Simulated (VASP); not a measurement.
Here is a VASP 6.6.1 calculation.

The input INCAR:

```
SYSTEM = Ge
  PREC = Accurate
  ENCUT = 600
  EDIFF = 1E-7
  ISMEAR = -1
  SIGMA = 0.05
  LREAL = .False.
  LASPH = .True.
  NELM = 60
  ALGO = Normal
  ISIF = 3
  LWAVE = .False.
  LCHARG = .False.
  GGA = PS
  IBRION = 2
  NSW = 80
  EDIFFG = -0.02
```

Contents of KPOINTS:

```
Automatic mesh
0
Gamma
  8 8 8
  0 0 0
```

File POSCAR:

```
Ge
1.0
    0.0000000000      2.8289100000      2.8289100000
    2.8289100000      0.0000000000      2.8289100000
    2.8289100000      2.8289100000      0.0000000000
Ge
2
Direct
    0.7500000000      0.7500000000      0.7500000000
    0.5000000000      0.5000000000      0.5000000000
```

Potentials or basis: VASP PAW PBE potentials, release 64 (Ge_d).

Command:

```sh
$ cat potpaw_PBE.64/Ge_d/POTCAR > POTCAR
$ mpirun -np 1 vasp_std > vasp.out
```

Problem. Predict the space group after relaxing (to 0.05 Å).

Solution. Fd-3m (No. 227).

Problem. What does it give for the relaxed volume?

Solution. 22.91 Å³/atom.

Problem. Predict the relaxed cell.

Solution. a = 4.016 Å, b = 4.016 Å, c = 4.016 Å, α = 60.00°, β = 60.00°, γ = 60.00°.

Problem. What does it give for the band gap on the k mesh?

Solution. Zero (filled and empty bands touch).

Final structure:
```
CELL_PARAMETERS angstrom
0.00000 2.83996 2.83996
2.83996 0.00000 2.83996
2.83996 2.83996 0.00000
ATOMIC_POSITIONS crystal
Ge 0.75000 0.75000 0.75000
Ge 0.50000 0.50000 0.50000
```

Caveat: the PAW data sets were made with another functional, which shifts forces and pressure a little.

The cell as given is a measured one (22.64 Å³/atom); PBEsol puts the equilibrium volume +1.2 % from it, thermal expansion not counted.
